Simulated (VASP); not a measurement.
A run of VASP 6.6.1 is set up as follows.

INCAR

```
SYSTEM = BP
PREC = Accurate
ENCUT = 520
EDIFF = 1E-7
ISMEAR = 0
SIGMA = 0.05
LREAL = .False.
LASPH = .True.
NELM = 60
ALGO = Normal
ISIF = 2
LWAVE = .False.
LCHARG = .False.
GGA = PS
NBANDS = 11
```

Contents of KPOINTS:

```
regular mesh
0
Gamma
  10 10 10
  0 0 0
```

File POSCAR:

```
BP
1.0
    0.0000000000      2.2690000000      2.4505200000
    2.2690000000      0.0000000000      2.4505200000
    2.2690000000      2.2690000000      0.0000000000
B P
1 1
Direct
    0.0000000000      0.0000000000      0.0000000000
    0.7500000000      0.7500000000      0.7500000000
```

Potentials or basis: VASP PAW PBE potentials, release 64 (B, P).

Command:

```bash
$ cat potpaw_PBE.64/B/POTCAR potpaw_PBE.64/P/POTCAR > POTCAR
$ mpirun -np 1 vasp_std > vasp.out
```

**Question.** Estimate the band gap on the k mesh.

**Answer.** 0.67 eV, indirect (least direct gap 2.88 eV).

**Question.** What does it give for the pressure?

**Answer.** -12.6 GPa.

Stress tensor (GPa, compression positive):
```
 -5.69   0.00   0.00
  0.00  -5.69   0.00
  0.00   0.00 -26.46
```

Caveat: the cell differs from its parent crystal (strain +0.000 along x and y, +0.080 along z); the PAW data sets were made with another functional, which shifts forces and pressure a little. A k mesh can miss the band edges.
